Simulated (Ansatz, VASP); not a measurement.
# AlCo: VASP beside Ansatz

```xyz
2
Lattice="2.7771 0.0000 0.0000 0.0000 2.7771 0.0000 0.0000 0.0000 2.8617" Properties=species:S:1:pos:R:3 pbc="T T T"
Al    0.0000    0.0000    0.0000
Co    1.3886    1.3886    1.4308
```

Change from the starting cell: strain -0.015 along x and y, +0.015 along z, atoms carried along.

Alike in both runs: task single point; functional PBEsol; k mesh 16 × 16 × 16; occupations gaussian, width 0.15 eV; no spin polarisation.

|  | VASP | Ansatz |
| --- | --- | --- |
| version | VASP 6.6.1 | Ansatz 0.2.0 |
| potentials or method | VASP PAW PBE potentials, release 64 (Al, Co), cutoff 520 eV | scalar-relativistic, plane waves, PAW |
| valence electrons in the cell | 12 | 20 |

```csv
,VASP,Ansatz,Ansatz less VASP
gap on the k mesh at the Fermi level (eV),none,none,-
pressure (GPa),4.1,4.0,-0.09
"traceless stress, the component that is largest in VASP (GPa)",-3.08,-3.09,-0.010
```

VASP's potentials were made for PBE, not for PBEsol. A gap of «none» marks a metal or a gap that the smearing closes. VASP's potentials hold 12 valence electrons a cell and Ansatz's 20, so a difference there can come from the potentials and not from the codes.
